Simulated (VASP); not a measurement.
# SiNi (rocksalt type): relaxation of cell and atoms with LDA

The system is SiNi (rocksalt type).

```
Ni Si
1.0
     0.00000    2.30249    2.30249
     2.30249    0.00000    2.30249
     2.30249    2.30249    0.00000
Ni Si
1 1
Direct
  0.00000 0.00000 0.00000
  0.50000 0.50000 0.50000
```

```json
{
 "Program": "VASP 6.6.1",
 "Task": "relaxation of cell and atoms",
 "Functional": "LDA",
 "Potentials or basis": "VASP PAW LDA potentials, release 64 (Ni, Si)",
 "Cutoff": "600 eV",
 "k mesh": "16 × 16 × 16",
 "Occupations": "fermi-dirac, width 0.08 eV",
 "Spin": "no spin polarisation",
 "Dipole correction": "no",
 "Further INCAR settings": "ALGO = Normal; EDIFF = 1e-07; IBRION = 2; EDIFFG = -0.005; NSW = 60; ISIF = 3"
}
```

```yaml
Relaxed_volume: 12.53 Å³/atom
Relaxed_cell: a = 3.285 Å, b = 3.285 Å, c = 3.285 Å, α = 60.00°, β = 60.00°, γ = 60.00°
Space_group_after_relaxing_to_0.1_Å: Fm-3m (No. 225)
Energy_gained_by_relaxing: 4.6 meV/atom
Ionic_steps: 3
Pressure_after_relaxing: 0.0 GPa
Band_gap_on_the_k_mesh: zero (bands 7 and 8 overlap by 5.33 eV)
```

The path:
```csv
step,energy change (eV),largest force (eV/Å),pressure (GPa),volume (Å³)
1,0.0000,0.0000,4.57,24.41
2,-0.0019,0.0000,-3.74,25.67
3,-0.0091,0.0000,-0.04,25.07
```

Final structure:
```cif
data_structure
_symmetry_space_group_name_H-M 'P 1'
_symmetry_Int_Tables_number 1
_cell_length_a 3.2850
_cell_length_b 3.2850
_cell_length_c 3.2850
_cell_angle_alpha 60.000
_cell_angle_beta 60.000
_cell_angle_gamma 60.000
_cell_volume 25.07
loop_
_atom_site_label
_atom_site_type_symbol
_atom_site_fract_x
_atom_site_fract_y
_atom_site_fract_z
_atom_site_occupancy
Ni1 Ni 0.00000 0.00000 0.00000 1
Si1 Si 0.50000 0.50000 0.50000 1
```

Levels at points of the mesh, in eV from the Fermi level:
| k point | band 3 | band 4 | band 5 | band 6 | band 7 | band 8 | band 9 | band 10 | band 11 |
| --- | --- | --- | --- | --- | --- | --- | --- | --- | --- |
| (0.00, 0.00, 0.00) | -2.72 | -2.71 | -2.71 | -2.71 | 4.25 | 4.25 | 4.25 | 10.37 | 10.37 |
| (0.50, 0.00, 0.00) | -3.60 | -3.60 | -1.90 | -1.90 | -1.25 | 5.98 | 5.98 | 6.41 | 6.41 |
| (0.50, 0.50, 0.00) | -3.65 | -2.35 | -1.69 | -1.69 | -0.75 | -0.16 | -0.16 | 4.05 | 6.40 |

Run time: 2.5 min on 1 thread of Intel Xeon 8259CL, on a shared host, peak memory 0.16 GiB.

Spin polarisation is off, so any magnetic state and its effect on volume and gap are missing.
